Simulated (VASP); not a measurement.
# Hg (Fd-3m) in VASP: further runs

Hg is run at these levels: RPBE; tasks: single point.

Everything below comes from runs of VASP 6.6.1. Logs are shortened: lines on timing, memory, paths and dates and some standing lists are left out, and cuts for length are marked.

**1. The cell of the first run**

Symmetry: Fd-3m, No. 227, cubic system. The conventional cell has a = 9.793 Å, b = 9.793 Å, c = 9.793 Å, α = 90.00°, β = 90.00°, γ = 90.00°. Within 5.6 Å of Hg (site symmetry -43m) lie 4 Hg at 4.24 Å.

**2. Single point, RPBE (117.40 Å³/atom)**

Contents of INCAR:

```
SYSTEM = Hg
ALGO     = Normal         ! electronic algorithm
EDIFF    = 1E-6           ! SCF threshold, eV
ENCUT    = 520            ! plane-wave cutoff, eV
GGA      = RP             ! functional
ISIF     = 2              ! what is computed and relaxed
ISMEAR   = -1             ! smearing method
LASPH    = .True.         ! aspherical terms in the spheres
LCHARG   = .False.        ! write CHGCAR
LREAL    = .False.        ! projectors in reciprocal space
LWAVE    = .False.        ! write WAVECAR
NBANDS   = 19             ! bands
NELM     = 60             ! most SCF steps
PREC     = Accurate       ! precision mode
SIGMA    = 0.1            ! smearing width, eV
```

Contents of KPOINTS:

```
k-points
0
Gamma
  6 6 6
  0 0 0
```

Contents of POSCAR:

```
Hg
1.0
    0.0000000000      4.8965814161      4.8965814161
    4.8965814161      0.0000000000      4.8965814161
    4.8965814161      4.8965814161      0.0000000000
Hg
2
Direct
    0.1250000000      0.1250000000      0.1250000000
    0.8750000000      0.8750000000      0.8750000000
```

Potentials or basis: VASP PAW PBE potentials, release 64 (Hg).

Command:

```sh
$ cat potpaw_PBE.64/Hg/POTCAR > POTCAR
$ mpirun -np 1 vasp_std > vasp.out
```

OUTCAR:

```text
SYSTEM = Hg
   EDIFF = 1E-6
   ENCUT = 520
   GGA = RP
   ISIF = 2
   ISMEAR = -1
   LASPH = .True.
   LREAL = .False.
   NELM = 60
   PREC = Accurate

 ion  position               nearest neighbor table
   1  0.125  0.125  0.125-
   2  0.875  0.875  0.875-

  LATTYP: Found a face centered cubic cell.
 ALAT       =     9.7931628322

  Lattice vectors:

 A1 = (   0.0000000000,   4.8965814161,   4.8965814161)
 A2 = (   4.8965814161,   0.0000000000,   4.8965814161)
 A3 = (   4.8965814161,   4.8965814161,   0.0000000000)

Analysis of symmetry for initial positions (statically):
=====================================================================
 Subroutine PRICEL returns:
 Original cell was already a primitive cell.

 Routine SETGRP: Setting up the symmetry group for a
 face centered cubic supercell.

 Subroutine GETGRP returns: Found 48 space group operations
 (whereof 12 operations were pure point group operations)
 out of a pool of 48 trial point group operations.

The static configuration has the point symmetry D_3d.
 The point group associated with its full space group is O_h .

Analysis of symmetry for dynamics (positions and initial velocities):
=====================================================================
 Subroutine PRICEL returns:
 Original cell was already a primitive cell.

 Routine SETGRP: Setting up the symmetry group for a
 face centered cubic supercell.

 Subroutine GETGRP returns: Found 48 space group operations
 (whereof 12 operations were pure point group operations)
 out of a pool of 48 trial point group operations.

The dynamic configuration has the point symmetry D_3d.
 The point group associated with its full space group is O_h .

 Subroutine INISYM returns: Found 48 space group operations
 (whereof 12 operations are pure point group operations),
 and found     1 'primitive' translations

----------------------------------------------------------------------------------------

                                     Primitive cell

  volume of cell :     234.8059

  direct lattice vectors                    reciprocal lattice vectors
     0.000000000  4.896581416  4.896581416    -0.102112057  0.102112057  0.102112057
     4.896581416  0.000000000  4.896581416     0.102112057 -0.102112057  0.102112057
     4.896581416  4.896581416  0.000000000     0.102112057  0.102112057 -0.102112057

  length of vectors
     6.924811848  6.924811848  6.924811848     0.176863271  0.176863271  0.176863271

  position of ions in fractional coordinates (direct lattice)
     0.125000000  0.125000000  0.125000000
     0.875000000  0.875000000  0.875000000

  ion indices of the primitive-cell ions
   primitive index   ion index
                 1           1
                 2           2

----------------------------------------------------------------------------------------

 KPOINTS: k-points

Automatic generation of k-mesh.
 Grid dimensions read from file:
 generate k-points for:    6    6    6

 Generating k-lattice:

  Cartesian coordinates                     Fractional coordinates (reciprocal lattice)
    -0.017018676  0.017018676  0.017018676     0.166666667  0.000000000  0.000000000
     0.017018676 -0.017018676  0.017018676     0.000000000  0.166666667  0.000000000
     0.017018676  0.017018676 -0.017018676     0.000000000  0.000000000  0.166666667

  Length of vectors
     0.029477212  0.029477212  0.029477212

  Shift w.r.t. Gamma in fractional coordinates (k-lattice)
     0.000000000  0.000000000  0.000000000

 Subroutine IBZKPT returns following result:
 ===========================================

 Found     16 irreducible k-points:

 Following reciprocal coordinates:
            Coordinates               Weight
  0.000000  0.000000  0.000000      1.000000
  0.166667  0.000000  0.000000      8.000000
  0.333333  0.000000  0.000000      8.000000
  0.500000  0.000000  0.000000      4.000000
  0.166667  0.166667  0.000000      6.000000
  0.333333  0.166667  0.000000     24.000000
[... 8 lines left out ...]
 -0.333333  0.333333  0.166667     24.000000
 -0.333333  0.500000  0.166667     12.000000
   k-points           NKPTS =     16   k-points in BZ     NKDIM =     16   number of bands    NBANDS=     19
   number of dos      NEDOS =    301   number of ions     NIONS =      2
   total plane-waves  NPLWV = 157464
   dimension x,y,z NGX =    54 NGY =   54 NGZ =   54
   dimension x,y,z NGXF=   108 NGYF=  108 NGZF=  108
   ions per type =               2
   NGX,Y,Z   is equivalent  to a cutoff of  12.96, 12.96, 12.96 a.u.
   NGXF,Y,Z  is equivalent  to a cutoff of  25.93, 25.93, 25.93 a.u.
 SYSTEM =  Hg
   PREC   = accura    normal or accurate (medium, high low for compatibility)
   ISTART =      0    job   : 0-new  1-cont  2-samecut
   ICHARG =      2    charge: 1-file 2-atom 10-const
   ISPIN  =      1    spin polarized calculation?
   LNONCOLLINEAR =      F non collinear calculations
   LSORBIT =      F    spin-orbit coupling
   LASPH  =      T    aspherical Exc in radial PAW
   ENCUT  =  520.0 eV  38.22 Ry    6.18 a.u.  12.88 12.88 12.88*2*pi/ulx,y,z
   NELM   =     60;   NELMIN=  2; NELMDL= -5     # of ELM steps
   EDIFF  = 0.1E-05   stopping-criterion for ELM
   LREAL  =      F    real-space projection
   EDIFFG = 0.1E-04   stopping-criterion for IOM
   NSW    =      0    number of steps for IOM
   IBRION =     -1    ionic relax: 0-MD 1-quasi-New 2-CG
   NFREE  =      0    steps in history (QN), initial steepest desc. (CG)
   ISIF   =      2    stress and relaxation
   ISYM   =      2    0-nonsym 1-usesym 2-fastsym
   POTIM  = 0.5000    time-step for ionic-motion
   TEBEG  =    0.0;   TEEND  =   0.0 temperature during run
   PSTRESS=    0.0 pullay stress
   NELECT =      24.0000    total number of electrons
   NUPDOWN=      -1.0000    fix difference up-down
   EMIN   =  10.00;   EMAX   =-10.00  energy-range for DOS
   EFERMI =   0.00;   METHOD = LEGACY
   ISMEAR =    -1;   SIGMA  =   0.10  broadening in eV -4-tet -1-fermi 0-gaus
   EFERMI_NEDOS =   21; number of points for ismear=-14 and -15
   IALGO  =     38    algorithm
   IMIX   =      4    mixing-type and parameters
     AMIX     =   0.40;   BMIX     =  1.00
     AMIX_MAG =   1.60;   BMIX_MAG =  1.00
  volume/ion in A,a.u.               =     117.40       792.27
  Fermi-wavevector in a.u.,A,eV,Ry     =   0.765436  1.446464  7.971550  0.585892
  Thomas-Fermi vector in A             =   1.865556
   LORBIT       =      0    0 simple, 1 ext, 2 COOP (PROOUT), +10 PAW based schemes
   GGA     = RP    functional components
   LHFCALC =     F    Hartree Fock is set to
   AEXX    =    0.0000 exact exchange contribution
   IVDW    =     0    specifies the selected vdW correction
   LEPSILON=     F    determine dielectric tensor
   LRPA    =     F    only Hartree local field effects (RPA)
 non-spin polarized calculation
  energy-cutoff  :      520.00
  volume of cell :      234.81
 maximum number of plane-waves:      6346
 NGX is ok and might be reduce to    54
   NGX = 25   NGY = 25   NGZ = 25

 number of electron      23.9999995 magnetization

 Free energy of the ion-electron system (eV)
  ---------------------------------------------------
  ext. energy  EPLUGINS =         0.00000000
  ---------------------------------------------------
  free energy    TOTEN  =        -0.03150924 eV

  energy without entropy =       -0.03150923  energy(sigma->0) =       -0.03150923

 E-fermi :  -2.7367     XC(G=0):  -4.1647

 val. band max:       -4.4304746956   @ k =   0.0000   0.0000   0.0000
 cond. band min:      -0.8492931698   @ k =  -0.3333   0.3333   0.0000
 fundamental gap:      3.5811815258
 Fermi energy:        -2.7367375160

 k-point     1 :       0.0000    0.0000    0.0000
  band No.  band energies     occupation
      1      -8.5061      2.00000
      2      -8.5061      2.00000
      3      -8.5061      2.00000
      4      -8.4970      2.00000
      5      -8.4970      2.00000
      6      -8.4175      2.00000
[... 11 lines left out ...]
     18       1.3880      0.00000
     19       1.4267      0.00000

 k-point     2 :       0.1667    0.0000    0.0000
  band No.  band energies     occupation
      1      -8.5109      2.00000
      2      -8.5109      2.00000
      3      -8.5051      2.00000
      4      -8.4903      2.00000
      5      -8.4903      2.00000
      6      -8.4262      2.00000
[... 11 lines left out ...]
     18       1.5966      0.00000
     19       2.4466      0.00000

 k-point     3 :       0.3333    0.0000    0.0000
  band No.  band energies     occupation
      1      -8.5147      2.00000
      2      -8.5147      2.00000
      3      -8.5032      2.00000
      4      -8.4836      2.00000
      5      -8.4836      2.00000
      6      -8.4326      2.00000
[... 11 lines left out ...]
     18       1.8774      0.00000
     19       2.8610      0.00000

 k-point     4 :       0.5000    0.0000    0.0000
  band No.  band energies     occupation
      1      -8.5155      2.00000
      2      -8.5155      2.00000
      3      -8.5021      2.00000
      4      -8.4817      2.00000
      5      -8.4817      2.00000
      6      -8.4343      2.00000
[... 11 lines left out ...]
     18       2.4774      0.00000
     19       2.8090      0.00000

 k-point     5 :       0.1667    0.1667    0.0000
  band No.  band energies     occupation
      1      -8.5108      2.00000
      2      -8.5098      2.00000
      3      -8.5098      2.00000
      4      -8.4915      2.00000
      5      -8.4826      2.00000
      6      -8.4376      2.00000
[... 11 lines left out ...]
     18       1.9209      0.00000
     19       2.5625      0.00000
[... 158 lines left out ...]
      2      -8.5192      2.00000
      3      -8.4903      2.00000
      4      -8.4903      2.00000
      5      -8.4566      2.00000
      6      -8.4566      2.00000
[... 11 lines left out ...]
     18       3.1267      0.00000
     19       3.5860      0.00000

 k-point    14 :       0.5000    0.3333    0.1667
  band No.  band energies     occupation
      1      -8.5210      2.00000
      2      -8.5200      2.00000
      3      -8.4946      2.00000
      4      -8.4767      2.00000
      5      -8.4639      2.00000
      6      -8.4574      2.00000
[... 11 lines left out ...]
     18       2.5088      0.00000
     19       3.6051      0.00000

 k-point    15 :      -0.3333    0.3333    0.1667
  band No.  band energies     occupation
      1      -8.5247      2.00000
      2      -8.5210      2.00000
      3      -8.4871      2.00000
      4      -8.4697      2.00000
      5      -8.4621      2.00000
      6      -8.4586      2.00000
[... 11 lines left out ...]
     18       2.3926      0.00000
     19       3.3887      0.00000

 k-point    16 :      -0.3333    0.5000    0.1667
  band No.  band energies     occupation
      1      -8.5231      2.00000
      2      -8.5231      2.00000
      3      -8.4799      2.00000
      4      -8.4799      2.00000
      5      -8.4574      2.00000
      6      -8.4574      2.00000
[... 11 lines left out ...]
     18       2.4399      0.00000
     19       3.8486      0.00000

------------------------ aborting loop because EDIFF is reached ----------------------------------------

  FORCE on cell =-STRESS in cart. coord.  units (eV):
  Direction    XX          YY          ZZ          XY          YZ          ZX
  --------------------------------------------------------------------------------------
  -------------------------------------------------------------------------------------
  Total        0.0645303      0.0645303      0.0645303      0.0000000     -0.0000000     -0.0000000
  in kB        0.4403167      0.4403167      0.4403167      0.0000000     -0.0000000     -0.0000000
  external PRESSURE =       0.4403167 kB  Pullay stress =       0.0000000 kB

 VOLUME and BASIS-vectors are now :
 -----------------------------------------------------------------------------
  energy-cutoff  :      520.00
  volume of cell :      234.81
      direct lattice vectors                 reciprocal lattice vectors
     0.000000000  4.896581416  4.896581416    -0.102112057  0.102112057  0.102112057
     4.896581416  0.000000000  4.896581416     0.102112057 -0.102112057  0.102112057
     4.896581416  4.896581416  0.000000000     0.102112057  0.102112057 -0.102112057

 POSITION                                       TOTAL-FORCE (eV/Angst)
 -----------------------------------------------------------------------------------
      1.22415      1.22415      1.22415         0.000000      0.000000      0.000000
      8.56902      8.56902      8.56902        -0.000000     -0.000000     -0.000000
 -----------------------------------------------------------------------------------
    total drift:                               -0.000000      0.000000     -0.000000

  FREE ENERGIE OF THE ION-ELECTRON SYSTEM (eV)
  ---------------------------------------------------
  free  energy   TOTEN  =        -0.0315092375 eV

  energy  without entropy=       -0.0315092257  energy(sigma->0) =       -0.03150923
```

Run time: 57 s. Hardware: 1 thread of AMD EPYC 7R13 (Zen 3), shared host; peak memory 0.35 GiB.

Results:

```
Free energy            : -0.0315 eV
Pressure               : 0.0 GPa
Band gap on the k mesh : 3.58 eV (least direct gap 4.24 eV)
```

Caveat: the PAW data sets were made with another functional, which shifts forces and pressure a little; spin-orbit coupling is left out, which moves the levels of the heavy elements.

(Part 1 of 2 ends here.)
